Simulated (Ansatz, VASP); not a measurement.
**Two plane-wave programs on Se**

File INCAR:

```
PREC = Accurate
ENCUT = 600
EDIFF = 1E-6
ISMEAR = -1
SIGMA = 0.05
LREAL = False
LASPH = True
NELM = 80
ALGO = Normal
ISIF = 3
LWAVE = False
LCHARG = False
GGA = PS
IBRION = 2
NSW = 100
EDIFFG = -0.002
```

The input KPOINTS:

```
regular mesh
0
Gamma
  18 18 18
```

Contents of POSCAR:

```
Se
1.0
    1.9250000000      1.1113992682      0.8816666667
   -1.9250000000      1.1113992682      0.8816666667
    0.0000000000     -2.2227985364      0.8816666667
Se
1
Direct
    0.0000000000      0.0000000000      0.0000000000
```

Input for Ansatz:

```yaml
crystal:
  lattice:
    - [1.92500000001, 1.11139926819, 0.8816666667]
    - [-1.92500000001, 1.11139926819, 0.8816666667]
    - [0.0, -2.22279853639, 0.8816666667]
  atoms:
    - { symbol: Se, position: [0.0, 0.0, 0.0] }
kpoints:
  mp_grid: { grid: [18, 18, 18] }
scf:
  occupations: { method: fermi_dirac, width: 0.05 }
hamiltonian:
  xc: pbesol
  pseudopotentials: { kind: paw }
relax:
  f_tol: 0.002
  max_steps: 80
  cell: {}
output:
  forces: true
  stress: true
```

Alike in both runs: task relaxation of cell and atoms; functional PBEsol; k mesh 18 × 18 × 18; occupations fermi-dirac, width 0.05 eV; no spin polarisation.

|  | VASP | Ansatz |
| --- | --- | --- |
| version | VASP 6.6.1 | Ansatz 0.2.0 |
| potentials or method | VASP PAW PBE potentials, release 64 (Se) | PAW with Ansatz's default frozen-core files, scalar-relativistic |
| plane-wave cutoff (eV) | 600 | 420 |
| valence electrons in the cell | 6 | 16 |

|  | VASP | Ansatz | Ansatz less VASP |
| --- | --- | --- | --- |
| relaxed volume (Å³/atom) | 21.59 | 21.63 | +0.046 |
| relaxed cell length with the largest relative difference (Å) | 2.786 | 2.786 | +0.0008 |

VASP's potentials were made for PBE, not for PBEsol. VASP's potentials hold 6 valence electrons a cell and Ansatz's 16, so a difference there can come from the potentials and not from the codes.

Noted on VASP's run: the volume moved by over 15 % at a fixed basis, so the end points are rough.
